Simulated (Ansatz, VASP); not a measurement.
**Rh: VASP beside Ansatz**

File INCAR:

```
SYSTEM = Rh
PREC = Accurate
ENCUT = 520
EDIFF = 1E-6
ISMEAR = -1
SIGMA = 0.1
LREAL = .FALSE.
LASPH = .TRUE.
NELM = 80
ALGO = Normal
ISIF = 2
LWAVE = .FALSE.
LCHARG = .FALSE.
GGA = RE
NBANDS = 14
```

The input KPOINTS:

```
Automatic mesh
0
G
  16 16 16
  0 0 0
```

Contents of POSCAR:

```
Rh
1.0
   -1.5637600230      1.5637600230      1.5637600230
    1.5637600230     -1.5637600230      1.5637600230
    1.5637600230      1.5637600230     -1.5637600230
Rh
1
Direct
    0.0000000000      0.0000000000      0.0000000000
```

Input for Ansatz:

```yaml
crystal:
  lattice:
    - [-1.563760023, 1.563760023, 1.563760023]
    - [1.563760023, -1.563760023, 1.563760023]
    - [1.563760023, 1.563760023, -1.563760023]
  atoms:
    - { symbol: Rh, position: [0.0, 0.0, 0.0] }
hamiltonian:
  xc: revpbe
  pseudopotentials:
    kind: paw
    azcp:
      Rh: "pseudopotentials/Rh.paw.azcp"
basis:
  ecutwfc: 420
  fft_grid_basis: typed
kpoints:
  mp_grid: { grid: [16, 16, 16], shift: [0, 0, 0] }
magnetization:
  spin_polarized: false
scf:
  occupations: { method: fermi_dirac, width: 0.1 }
  lower_state_search: "off"
output:
  stress: true
```

Alike in both runs: task single point; functional revPBE; k mesh 16 × 16 × 16; occupations fermi-dirac, width 0.1 eV; no spin polarisation.

|  | VASP | Ansatz |
| --- | --- | --- |
| version | VASP 6.6.1 | Ansatz 0.2.0 |
| potentials or method | VASP PAW PBE potentials, release 64 (Rh_pv), cutoff 520 eV | plane waves (420 eV) with PAW, scalar-relativistic |
| valence electrons in the cell | 15 | 17 |

```csv
,VASP,Ansatz,Ansatz less VASP
pressure (GPa),-7.6,-7.8,-0.13
```

VASP's potentials were made for PBE, not for revPBE. VASP's potentials hold 15 valence electrons a cell and Ansatz's 17, so a difference there can come from the potentials and not from the codes.
